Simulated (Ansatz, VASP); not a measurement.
**Two plane-wave programs on BaO**

File POSCAR:

```
BaO
1.0
    0.0000000000      2.7719946919      2.7719946919
    2.7719946919      0.0000000000      2.7719946919
    2.7719946919      2.7719946919      0.0000000000
Ba O
1 1
Direct
    0.5000000000      0.5000000000      0.5000000000
    0.0000000000      0.0000000000      0.0000000000
```

File INCAR.step1:

```
SYSTEM = BaO
  PREC = Accurate
  ENCUT = 660
  ISMEAR = 0
  SIGMA = 0.05
  LREAL = .False.
  LASPH = .True.
  NELM = 120
  NBANDS = 15
  GGA = PE
  ALGO = Normal
  EDIFF = 1E-5
  LWAVE = .True.
  LCHARG = .False.
  GGA_COMPAT = .False.
```

File INCAR.step2:

```
SYSTEM = BaO
  PREC = Accurate
  ENCUT = 660
  EDIFF = 1E-6
  ISMEAR = 0
  SIGMA = 0.05
  LREAL = .False.
  LASPH = .True.
  NELM = 120
  ALGO = Normal
  ISIF = 2
  LWAVE = .False.
  LCHARG = .False.
  METAGGA = R2SCAN
  LMIXTAU = .True.
  NBANDS = 15
  ISTART = 1
  GGA_COMPAT = .False.
```

Contents of KPOINTS:

```
regular mesh
0
Gamma
  8 8 8
  0 0 0
```

Input for Ansatz:

```yaml
crystal:
  lattice:
    - [0.0, 2.7719946612, 2.7719946612]
    - [2.7719946612, 0.0, 2.7719946612]
    - [2.7719946612, 2.7719946612, 0.0]
  atoms:
    - { symbol: Ba, position: [0.5, 0.5, 0.5] }
    - { symbol: O, position: [0.0, 0.0, 0.0] }
basis:
  ecutwfc: 500
  ecutrho_ratio: 4
kpoints:
  mp_grid: { grid: [8, 8, 8] }
hamiltonian:
  xc: r2scan
scf:
  occupations: { method: gaussian, width: 0.05 }
output:
  forces: true
  stress: true
  eigenvalues: true
```

Alike in both runs: task single point; functional r2SCAN; k mesh 8 × 8 × 8; occupations gaussian, width 0.05 eV; no spin polarisation.

|  | VASP | Ansatz |
| --- | --- | --- |
| version | VASP 6.6.1 | Ansatz 0.2.0 |
| potentials or method | VASP PAW PBE potentials, release 64 (Ba_sv, O), cutoff 660 eV | scalar-relativistic, plane waves, PAW |
| valence electrons in the cell | 16 | 16 |

VASP gave:

```
gap on the k mesh at the Fermi level (eV) : 2.32
least direct gap on the mesh (eV)         : 2.32
pressure (GPa)                            : 1.6
```

Q: Which values does Ansatz return?

A: gap on the k mesh at the Fermi level (eV): 2.38; least direct gap on the mesh (eV): 2.38; pressure (GPa): 0.0.

VASP's potentials were made for PBE, not for r2SCAN. The functional is the same, so the differences come from potentials, cutoffs and numerics.

Neither program's run includes spin-orbit coupling.
